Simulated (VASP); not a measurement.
# TiTeAs3 (P-6m2) in VASP: further runs

The runs below take TiTeAs3 through single point, with PBE.

All numbers are computed with VASP 6.6.1; they aren't measurements. Logs are shortened: lines on timing, memory, paths and dates and some standing lists are left out, and cuts for length are marked.

## (1) The cell of the first run

Symmetry: P-6m2, No. 187, hexagonal system. The conventional cell has a = 4.682 Å, b = 4.682 Å, c = 5.780 Å, α = 90.00°, β = 90.00°, γ = 120.00°. Within 3.6 Å of Ti (site symmetry -6m2) lie 9 As at 2.70 to 3.08 Å. Within 3.8 Å of Te (site symmetry -6m2) lie 8 As at 2.89 to 3.05 Å. As (site symmetry 3m) has 5 As at 2.83 to 3.08 Å and 3 Te at 3.05 Å and 3 Ti at 3.08 Å within 3.7 Å. As (site symmetry -6m2) has 3 Ti at 2.70 Å and 2 Te at 2.89 Å and 6 As at 3.08 Å within 3.6 Å.

The cell was built from a structure type or drawn by symmetry, and may not be a known phase.

## (2) Single point, PBE

File INCAR:

```
SYSTEM = TiTeAs3
ALGO = Normal
EDIFF = 1E-6
ENCUT = 520
GGA = PE
ISIF = 2
ISMEAR = 0
LASPH = .True.
LCHARG = .False.
LREAL = .False.
LWAVE = .False.
NBANDS = 24
NELM = 80
PREC = Accurate
SIGMA = 0.1
```

File KPOINTS:

```
k-points
0
Gamma
  6 6 4
  0 0 0
```

File POSCAR:

```
TiTeAs3
1.0
    4.6817659800      0.0000000000      0.0000000000
   -2.3408829900      4.0545282700      0.0000000000
    0.0000000000      0.0000000000      5.7798519200
Ti Te As
1 1 3
Direct
    0.3333333300      0.6666666700      0.5000000000
    0.6666666700      0.3333333300      0.0000000000
    0.0000000000      0.0000000000      0.7552470000
    0.0000000000      0.0000000000      0.2447530000
    0.6666666700      0.3333333300      0.5000000000
```

Potentials or basis: VASP PAW PBE potentials, release 64 (Ti_sv, Te, As).

Started as:

```
cat potpaw_PBE.64/Ti_sv/POTCAR potpaw_PBE.64/Te/POTCAR potpaw_PBE.64/As/POTCAR > POTCAR
mpirun -np 1 vasp_std > vasp.out
```

OUTCAR:

```text
SYSTEM = TiTeAs3
   EDIFF = 1E-6
   ENCUT = 520
   GGA = PE
   ISIF = 2
   ISMEAR = 0
   LASPH = .True.
   LREAL = .False.
   NELM = 80
   PREC = Accurate

 ion  position               nearest neighbor table
   1  0.333  0.667  0.500-   5 2.70   5 2.70   5 2.70
   2  0.667  0.333  0.000-   5 2.89   5 2.89   3 3.05   4 3.05   3 3.05   4 3.05   3 3.05   4 3.05

   3  0.000  0.000  0.755-   4 2.83   2 3.05   2 3.05   2 3.05
   4  0.000  0.000  0.245-   3 2.83   2 3.05   2 3.05   2 3.05
   5  0.667  0.333  0.500-   1 2.70   1 2.70   1 2.70   2 2.89   2 2.89

  LATTYP: Found a hexagonal cell.
 ALAT       =     4.6817659800
 C/A-ratio  =     1.2345452431

  Lattice vectors:

 A1 = (   4.6817659800,   0.0000000000,   0.0000000000)
 A2 = (  -2.3408829900,   4.0545282700,   0.0000000000)
 A3 = (   0.0000000000,   0.0000000000,   5.7798519200)

Analysis of symmetry for initial positions (statically):
=====================================================================
 Subroutine PRICEL returns:
 Original cell was already a primitive cell.

 Routine SETGRP: Setting up the symmetry group for a
 hexagonal supercell.

 Subroutine GETGRP returns: Found 12 space group operations
 (whereof 12 operations were pure point group operations)
 out of a pool of 24 trial point group operations.

The static configuration has the point symmetry D_3h.

Analysis of symmetry for dynamics (positions and initial velocities):
=====================================================================
 Subroutine PRICEL returns:
 Original cell was already a primitive cell.

 Routine SETGRP: Setting up the symmetry group for a
 hexagonal supercell.

 Subroutine GETGRP returns: Found 12 space group operations
 (whereof 12 operations were pure point group operations)
 out of a pool of 24 trial point group operations.

The dynamic configuration has the point symmetry D_3h.

 Subroutine INISYM returns: Found 12 space group operations
 (whereof 12 operations are pure point group operations),
 and found     1 'primitive' translations

----------------------------------------------------------------------------------------

                                     Primitive cell

  volume of cell :     109.7152

  direct lattice vectors                    reciprocal lattice vectors
     4.681765980  0.000000000  0.000000000     0.213594615  0.123318908  0.000000000
    -2.340882990  4.054528270  0.000000000     0.000000000  0.246637817  0.000000000
     0.000000000  0.000000000  5.779851920     0.000000000  0.000000000  0.173014813

  length of vectors
     4.681765980  4.681765977  5.779851920     0.246637816  0.246637817  0.173014813

  position of ions in fractional coordinates (direct lattice)
     0.333333330  0.666666670  0.500000000
     0.666666670  0.333333330  0.000000000
     0.000000000  0.000000000  0.755247000
     0.000000000  0.000000000  0.244753000
     0.666666670  0.333333330  0.500000000

  ion indices of the primitive-cell ions
   primitive index   ion index
                 1           1
                 2           2
                 3           3
                 4           4
                 5           5

----------------------------------------------------------------------------------------

 KPOINTS: k-points

Automatic generation of k-mesh.
 Grid dimensions read from file:
 generate k-points for:    6    6    4

 Generating k-lattice:

  Cartesian coordinates                     Fractional coordinates (reciprocal lattice)
     0.035599102  0.020553151  0.000000000     0.166666667 -0.000000000  0.000000000
     0.000000000  0.041106303  0.000000000     0.000000000  0.166666667  0.000000000
     0.000000000  0.000000000  0.043253703     0.000000000  0.000000000  0.250000000

  Length of vectors
     0.041106303  0.041106303  0.043253703

  Shift w.r.t. Gamma in fractional coordinates (k-lattice)
     0.000000000  0.000000000  0.000000000

 Subroutine IBZKPT returns following result:
 ===========================================

 Found     21 irreducible k-points:

 Following reciprocal coordinates:
            Coordinates               Weight
  0.000000  0.000000  0.000000      1.000000
  0.166667 -0.000000  0.000000      6.000000
  0.333333  0.000000  0.000000      6.000000
  0.500000 -0.000000  0.000000      3.000000
  0.166667  0.166667  0.000000      6.000000
  0.333333  0.166667  0.000000     12.000000
[... 13 lines left out ...]
  0.333333  0.166667  0.500000     12.000000
  0.333333  0.333333  0.500000      2.000000
   k-points           NKPTS =     21   k-points in BZ     NKDIM =     21   number of bands    NBANDS=     24
   number of dos      NEDOS =    301   number of ions     NIONS =      5
   total plane-waves  NPLWV =  62208
   dimension x,y,z NGX =    36 NGY =   36 NGZ =   48
   dimension x,y,z NGXF=    72 NGYF=   72 NGZF=   96
   ions per type =               1   1   3
   NGX,Y,Z   is equivalent  to a cutoff of  12.78, 12.78, 13.81 a.u.
   NGXF,Y,Z  is equivalent  to a cutoff of  25.57, 25.57, 27.61 a.u.
 SYSTEM =  TiTeAs3
   PREC   = accura    normal or accurate (medium, high low for compatibility)
   ISTART =      0    job   : 0-new  1-cont  2-samecut
   ICHARG =      2    charge: 1-file 2-atom 10-const
   ISPIN  =      1    spin polarized calculation?
   LNONCOLLINEAR =      F non collinear calculations
   LSORBIT =      F    spin-orbit coupling
   LASPH  =      T    aspherical Exc in radial PAW
   ENCUT  =  520.0 eV  38.22 Ry    6.18 a.u.   8.70  8.70 10.75*2*pi/ulx,y,z
   NELM   =     80;   NELMIN=  2; NELMDL= -5     # of ELM steps
   EDIFF  = 0.1E-05   stopping-criterion for ELM
   LREAL  =      F    real-space projection
   EDIFFG = 0.1E-04   stopping-criterion for IOM
   NSW    =      0    number of steps for IOM
   IBRION =     -1    ionic relax: 0-MD 1-quasi-New 2-CG
   NFREE  =      0    steps in history (QN), initial steepest desc. (CG)
   ISIF   =      2    stress and relaxation
   ISYM   =      2    0-nonsym 1-usesym 2-fastsym
   POTIM  = 0.5000    time-step for ionic-motion
   TEBEG  =    0.0;   TEEND  =   0.0 temperature during run
   PSTRESS=    0.0 pullay stress
   NELECT =      33.0000    total number of electrons
   NUPDOWN=      -1.0000    fix difference up-down
   EMIN   =  10.00;   EMAX   =-10.00  energy-range for DOS
   EFERMI =   0.00;   METHOD = LEGACY
   ISMEAR =     0;   SIGMA  =   0.10  broadening in eV -4-tet -1-fermi 0-gaus
   EFERMI_NEDOS =   21; number of points for ismear=-14 and -15
   IALGO  =     38    algorithm
   IMIX   =      4    mixing-type and parameters
     AMIX     =   0.40;   BMIX     =  1.00
     AMIX_MAG =   1.60;   BMIX_MAG =  1.00
  volume/ion in A,a.u.               =      21.94       148.08
  Fermi-wavevector in a.u.,A,eV,Ry     =   1.096875  2.072794 16.369649  1.203135
  Thomas-Fermi vector in A             =   2.233225
   LORBIT       =      0    0 simple, 1 ext, 2 COOP (PROOUT), +10 PAW based schemes
   GGA     = PE    functional components
   LHFCALC =     F    Hartree Fock is set to
   AEXX    =    0.0000 exact exchange contribution
   IVDW    =     0    specifies the selected vdW correction
   LEPSILON=     F    determine dielectric tensor
   LRPA    =     F    only Hartree local field effects (RPA)
 non-spin polarized calculation
 Gauss-broadening in eV      SIGMA  =   0.10
  energy-cutoff  :      520.00
  volume of cell :      109.72
 maximum number of plane-waves:      2979
 NGX is ok and might be reduce to    36
   NGX = 17   NGY = 17   NGZ = 21

 number of electron      33.0000006 magnetization

 Free energy of the ion-electron system (eV)
  ---------------------------------------------------
  ext. energy  EPLUGINS =         0.00000000
  ---------------------------------------------------
  free energy    TOTEN  =       -23.72457624 eV

  energy without entropy =      -23.71228355  energy(sigma->0) =      -23.71842989

 E-fermi :   6.5258     XC(G=0): -10.2829

 val. band max:        6.5243549376   @ k =   0.5000  -0.0000   0.0000
 cond. band min:       6.5268660238   @ k =   0.1667   0.1667   0.0000
 fundamental gap:      0.0025110862
 Fermi energy:         6.5258353127

 k-point     1 :       0.0000    0.0000    0.0000
  band No.  band energies     occupation
      1     -50.8566      2.00000
      2     -27.3041      2.00000
      3     -27.0029      2.00000
      4     -27.0029      2.00000
      5      -7.6804      2.00000
      6      -3.6987      2.00000
[... 16 lines left out ...]
     23       9.5375      0.00000
     24       9.5375      0.00000

 k-point     2 :       0.1667   -0.0000    0.0000
  band No.  band energies     occupation
      1     -50.8566      2.00000
      2     -27.3040      2.00000
      3     -27.0043      2.00000
      4     -27.0033      2.00000
      5      -7.4881      2.00000
      6      -3.5901      2.00000
[... 16 lines left out ...]
     23       9.3009      0.00000
     24       9.4544      0.00000

 k-point     3 :       0.3333    0.0000    0.0000
  band No.  band energies     occupation
      1     -50.8565      2.00000
      2     -27.3038      2.00000
      3     -27.0070      2.00000
      4     -27.0039      2.00000
      5      -6.9622      2.00000
      6      -4.3939      2.00000
[... 16 lines left out ...]
     23       9.6041      0.00000
     24      10.1152      0.00000
[... 433 lines left out ...]
 k-point    20 :       0.3333    0.1667    0.5000
  band No.  band energies     occupation
      1     -50.8565      2.00000
      2     -27.3037      2.00000
      3     -27.0076      2.00000
      4     -27.0049      2.00000
      5      -5.7787      2.00000
      6      -5.1311      2.00000
[... 16 lines left out ...]
     23       9.2529      0.00000
     24       9.3499      0.00000

 k-point    21 :       0.3333    0.3333    0.5000
  band No.  band energies     occupation
      1     -50.8565      2.00000
      2     -27.3036      2.00000
      3     -27.0071      2.00000
      4     -27.0062      2.00000
      5      -5.4037      2.00000
      6      -4.6800      2.00000
[... 16 lines left out ...]
     23       8.9709      0.00000
     24       9.2828      0.00000

------------------------ aborting loop because EDIFF is reached ----------------------------------------

  FORCE on cell =-STRESS in cart. coord.  units (eV):
  Direction    XX          YY          ZZ          XY          YZ          ZX
  --------------------------------------------------------------------------------------
  -------------------------------------------------------------------------------------
  Total       -1.1490405     -1.1490405      0.5549534      0.0000000      0.0000000     -0.0000000
  in kB      -16.7795063    -16.7795063      8.1040173      0.0000000      0.0000000     -0.0000000
  external PRESSURE =      -8.4849984 kB  Pullay stress =       0.0000000 kB

 VOLUME and BASIS-vectors are now :
 -----------------------------------------------------------------------------
  energy-cutoff  :      520.00
  volume of cell :      109.72
      direct lattice vectors                 reciprocal lattice vectors
     4.681765980  0.000000000  0.000000000     0.213594615  0.123318908  0.000000000
    -2.340882990  4.054528270  0.000000000     0.000000000  0.246637817  0.000000000
     0.000000000  0.000000000  5.779851920     0.000000000  0.000000000  0.173014813

 POSITION                                       TOTAL-FORCE (eV/Angst)
 -----------------------------------------------------------------------------------
     -0.00000      2.70302      2.88993        -0.000000     -0.000000     -0.000000
      2.34088      1.35151      0.00000         0.000000      0.000000     -0.000000
      0.00000      0.00000      4.36522         0.000000     -0.000000     -0.640726
      0.00000      0.00000      1.41464         0.000000     -0.000000      0.640726
      2.34088      1.35151      2.88993         0.000000     -0.000000     -0.000000
 -----------------------------------------------------------------------------------
    total drift:                                0.000034     -0.000020      0.000000

  FREE ENERGIE OF THE ION-ELECTRON SYSTEM (eV)
  ---------------------------------------------------
  free  energy   TOTEN  =       -23.7245762435 eV

  energy  without entropy=      -23.7122835456  energy(sigma->0) =      -23.71842989
```

Wall time 1.7 min (1 thread of Intel Xeon 8259CL, shared host); peak memory 0.26 GiB.

Results:

```
Free energy            : -23.7246 eV
Pressure               : -0.8 GPa
Largest force          : 0.641 eV/Å
Band gap on the k mesh : zero (an odd number of electrons rules out a gap without spin polarisation)
```

Forces on the atoms (eV/Å):
```
Ti   0.000  0.000  0.000
Te   0.000  0.000  0.000
As   0.000  0.000 -0.641
As   0.000  0.000  0.641
As   0.000  0.000  0.000
```

Levels at points of the mesh, in eV from the Fermi level:
```csv
k point,band 13,band 14,band 15,band 16,band 17,band 18,band 19,band 20,band 21,band 22
"(0.00, 0.00, 0.00)",-1.42,-1.42,-0.82,-0.82,-0.82,-0.82,0.53,0.87,0.87,2.69
"(0.50, 0.00, 0.00)",-1.67,-1.32,-0.52,0.00,0.30,0.91,0.93,1.64,1.95,2.07
"(0.00, 0.00, 0.50)",-2.92,-2.57,-0.92,-0.92,-0.18,-0.18,1.13,1.64,1.73,1.88
"(0.50, 0.00, 0.50)",-1.74,-1.61,-1.33,-1.00,-0.34,0.48,0.64,1.52,1.84,2.63
```

Caveat: spin-orbit coupling is left out, which moves the levels of the heavy elements.

## (3) Single point, PBE

This run uses another cell than the first one, of 22.13 Å³/atom.

File INCAR:

```
  PREC = Accurate
  ENCUT = 520
  EDIFF = 1E-7
  ISMEAR = 0
  SIGMA = 0.1
  LREAL = F
  LASPH = T
  NELM = 60
  ALGO = Normal
  ISIF = 2
  LWAVE = F
  LCHARG = T
  GGA = PE
  LELF = T
  LVHAR = T
  NBANDS = 24
```

File KPOINTS:

```
regular mesh
0
Gamma
  6 6 4
```

File POSCAR:

```
TiTeAs3
1.0
    4.6347561431      0.0000000000      0.0000000000
   -2.3173780715      4.0138165602      0.0000000000
    0.0000000000      0.0000000000      5.9473755784
Ti Te As
1 1 3
Direct
    0.3333333333      0.6666666667      0.5000000000
    0.6666666667      0.3333333333      0.0000000000
    0.0000000000      0.0000000000      0.7171573949
    0.0000000000      0.0000000000      0.2828426051
    0.6666666667      0.3333333333      0.5000000000
```

Potentials or basis: VASP PAW PBE potentials, release 64 (Ti_sv, Te, As).

Started as:

```
cat potpaw_PBE.64/Ti_sv/POTCAR potpaw_PBE.64/Te/POTCAR potpaw_PBE.64/As/POTCAR > POTCAR
mpirun -np 1 vasp_std > vasp.out
```

Wall time 2.8 min (1 thread of Intel Xeon 8259CL, shared host); peak memory 0.26 GiB.

The run converged. Its results:

| Property | Result |
| --- | --- |
| Free energy | -23.9248 eV |
| Pressure | 0.0 GPa |
| Largest force | 0.004 eV/Å |
| Band gap on the k mesh | zero (an odd number of electrons rules out a gap without spin polarisation) |

Forces on the atoms (eV/Å):
```
Ti   0.000  0.000  0.000
Te   0.000  0.000  0.000
As   0.000  0.000  0.004
As   0.000  0.000 -0.004
As   0.000  0.000  0.000
```

Stress tensor (GPa, compression positive):
```
 0.09  0.00  0.00
 0.00  0.09  0.00
 0.00  0.00 -0.10
```

Levels at points of the mesh, in eV from the Fermi level:
| k point | band 14 | band 15 | band 16 | band 17 | band 18 | band 19 | band 20 | band 21 |
| --- | --- | --- | --- | --- | --- | --- | --- | --- |
| (0.00, 0.00, 0.00) | -1.12 | -0.77 | -0.77 | -0.63 | -0.63 | 0.83 | 1.07 | 1.07 |
| (0.50, 0.00, 0.00) | -1.19 | -0.32 | -0.26 | 0.47 | 0.98 | 1.00 | 1.89 | 2.20 |
| (0.00, 0.00, 0.50) | -1.74 | -0.68 | -0.68 | -0.30 | -0.30 | 1.04 | 1.31 | 2.18 |
| (0.50, 0.00, 0.50) | -1.62 | -1.40 | -0.40 | -0.23 | 0.44 | 0.73 | 1.77 | 1.90 |

Caveat: spin-orbit coupling is left out, which moves the levels of the heavy elements.

(Continued in part 2 of 2.)
